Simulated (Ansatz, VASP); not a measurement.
SnO in VASP and in Ansatz

Contents of INCAR:

```
SYSTEM = SnO
PREC = Accurate
ENCUT = 1340
EDIFF = 1E-6
ISMEAR = 0
SIGMA = 0.01
LREAL = .FALSE.
LASPH = .TRUE.
NELM = 120
ALGO = Normal
ISIF = 2
LWAVE = .FALSE.
LCHARG = .TRUE.
GGA = CA
LELF = .TRUE.
LVHAR = .TRUE.
NBANDS = 28
GGA_COMPAT = .FALSE.
```

Contents of KPOINTS:

```
Automatic mesh
0
G
  4 3 3
  0 0 0
```

The input POSCAR:

```
SnO
1.0
    3.3550050000      0.0000000000      0.0000000000
    0.0000000000      5.6741040000      0.0000000000
    0.0000000000      0.0000000000      4.2219700000
Sn O
2 2
Direct
    0.0056365416      0.1980876592      0.5008477190
    0.4903811636      0.7556597819      0.0029662200
   -0.0032075017      0.8681814101      0.7277137397
    0.4931875347      0.0879348105      0.2216034617
```

Input for Ansatz:

```yaml
crystal:
  lattice:
    - [3.355005, 0.0, 0.0]
    - [0.0, 5.674104, 0.0]
    - [0.0, 0.0, 4.22197]
  atoms:
    - { symbol: Sn, position: [0.005636541568720856, 0.1980876591726783, 0.5008477190153827] }
    - { symbol: Sn, position: [0.4903811636462518, 0.7556597819181218, 0.0029662200493527735] }
    - { symbol: O, position: [-0.003207501704781438, 0.8681814101314499, 0.7277137397378969] }
    - { symbol: O, position: [0.49318753472826665, 0.08793481048090852, 0.2216034616754583] }
kpoints:
  mp_grid:
    grid: [4, 3, 3]
hamiltonian:
  xc: lda
scf:
  occupations:
    method: fixed
output:
  forces: true
```

Alike in both runs: task single point; functional LDA; k mesh 4 × 3 × 3; no spin polarisation.

|  | VASP | Ansatz |
| --- | --- | --- |
| version | VASP 6.6.1 | Ansatz 0.2.0 |
| potentials or method | VASP PAW LDA potentials, release 64 (Sn_d, O_h) | plane waves, PAW |
| plane-wave cutoff (eV) | 1340 | 420 |
| occupations | gaussian, width 0.01 eV | fixed |
| valence electrons in the cell | 40 | 40 |

Ansatz gave:

| Item | Value |
| --- | --- |
| rms of the force components (eV/Å) | 0.166 |

**Question.** Estimate VASP's values.

**Answer.** rms of the force components (eV/Å): 0.189.

LDA's correlation is that of Perdew and Zunger in VASP and of Perdew and Wang (1992) in Ansatz. Atom by atom the forces differ by 0.042 eV/Å (rms over components).

The k mesh is coarse, so the values compare programs but aren't converged.
